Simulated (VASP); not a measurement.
A run of VASP 6.6.1 is set up as follows.

The input POSCAR:

```
ZnS
1.0
    0.0000000000      2.7217879900      2.7217879900
    2.7217879900      0.0000000000      2.7217879900
    2.7217879900      2.7217879900      0.0000000000
Zn S
1 1
Direct
    0.0000000000      0.0000000000      0.0000000000
    0.2500000000      0.2500000000      0.2500000000
```

File INCAR.step1:

```
ALGO = Normal
EDIFF = 1E-5
ENCUT = 400
GGA = PE
GGA_COMPAT = F
ISIF = 2
ISMEAR = 0
LASPH = T
LCHARG = F
LREAL = F
LWAVE = T
NBANDS = 16
NELM = 120
PREC = Accurate
SIGMA = 0.01
```

Contents of INCAR.step2:

```
ALGO = Normal
EDIFF = 1E-6
ENCUT = 400
GGA = PE
GGA_COMPAT = F
HFSCREEN = 0.2079
ISIF = 2
ISMEAR = 0
ISTART = 1
LASPH = T
LCHARG = F
LHFCALC = T
LREAL = F
LWAVE = F
NBANDS = 16
NELM = 120
PREC = Accurate
PRECFOCK = Normal
SIGMA = 0.01
```

Contents of KPOINTS:

```
k-points
0
Gamma
  6 6 6
```

Potentials or basis: VASP PAW PBE potentials, release 64 (Zn, S).

Launch:

```console
$ cat potpaw_PBE.64/Zn/POTCAR potpaw_PBE.64/S/POTCAR > POTCAR
$ cp INCAR.step1 INCAR
$ mpirun -np 1 vasp_std > vasp.out
$ cp INCAR.step2 INCAR
$ mpirun -np 1 vasp_std > vasp.out
```

**Question.** Predict the band gap on the k mesh.

**Answer.** 3.22 eV.

**Question.** What does it give for the pressure?

**Answer.** -1.0 GPa.

Caveat: the PAW data sets were made with another functional, which shifts forces and pressure a little.
